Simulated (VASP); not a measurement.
**PbF2 (Fluorocronite): relaxation of cell and atoms with PBEsol**

PbF2 (Fluorocronite):

```
CELL_PARAMETERS angstrom
2.94934 2.94934 0.00000
-2.94934 2.94934 0.00000
0.00000 2.94934 2.94934
ATOMIC_POSITIONS crystal
Pb 0.00000 0.00000 0.00000
F 0.25000 0.75000 0.50000
F 0.75000 0.25000 0.50000
```

| Item | Value |
| --- | --- |
| Program | VASP 6.6.1 |
| Task | relaxation of cell and atoms |
| Functional | PBEsol |
| Potentials or basis | VASP PAW PBE potentials, release 64 (Pb_d, F) |
| Cutoff | 600 eV |
| k mesh | 8 × 8 × 8 |
| Occupations | gaussian, width 0.01 eV |
| Spin | no spin polarisation |
| Target pressure | 2 GPa |
| Dipole correction | no |
| Further INCAR settings | ALGO = Normal; EDIFF = 1e-07; IBRION = 2; EDIFFG = -0.002; NSW = 100; ISIF = 3 |

- Relaxed volume: 16.64 Å³/atom
- Relaxed cell: a = 4.133 Å, b = 4.133 Å, c = 4.133 Å, α = 60.00°, β = 60.00°, γ = 90.00°
- Space group after relaxing (to 0.05 Å): Fm-3m (No. 225)
- Energy change on relaxing (the enthalpy is what falls): +2.5 meV/atom
- Ionic steps: 3
- Pressure after relaxing: 2.0 GPa
- Band gap on the k mesh: 4.29 eV, indirect (least direct gap 4.45 eV)

Step by step:
```csv
step,energy change (eV),largest force (eV/Å),pressure (GPa),volume (Å³)
1,0.0000,0.0000,-0.23,51.31
2,0.0125,0.0000,2.62,49.56
3,0.0075,0.0000,2.00,49.91
```

Final structure:
```cif
data_structure
_symmetry_space_group_name_H-M 'P 1'
_symmetry_Int_Tables_number 1
_cell_length_a 4.1328
_cell_length_b 4.1328
_cell_length_c 4.1328
_cell_angle_alpha 60.000
_cell_angle_beta 60.000
_cell_angle_gamma 90.000
_cell_volume 49.91
loop_
_atom_site_label
_atom_site_type_symbol
_atom_site_fract_x
_atom_site_fract_y
_atom_site_fract_z
_atom_site_occupancy
Pb1 Pb 0.00000 0.00000 0.00000 1
F1 F 0.25000 0.75000 0.50000 1
F2 F 0.75000 0.25000 0.50000 1
```

Levels at points of the mesh, in eV from the valence-band top:
```csv
k point,band 12,band 13,band 14,band 15,band 16,band 17
"(0.00, 0.00, 0.00)",-2.25,-2.25,-2.25,6.70,6.70,6.70
"(0.50, 0.00, 0.00)",-2.42,-2.42,-0.05,4.92,7.71,7.71
"(0.50, 0.50, 0.00)",-1.79,-1.79,-0.16,4.29,7.97,7.97
```

Run time: 44 s on 1 thread of Intel(R) Xeon(R) 6975P-C (Granite Rapids), with other jobs on the host, peak memory 0.22 GiB.

Caveat: the cell is relaxed towards a set pressure, so the enthalpy falls and the energy may rise; the PAW data sets were made with another functional, which shifts forces and pressure a little; spin-orbit coupling is left out, which moves the levels of the heavy elements. A k mesh can miss the band edges.
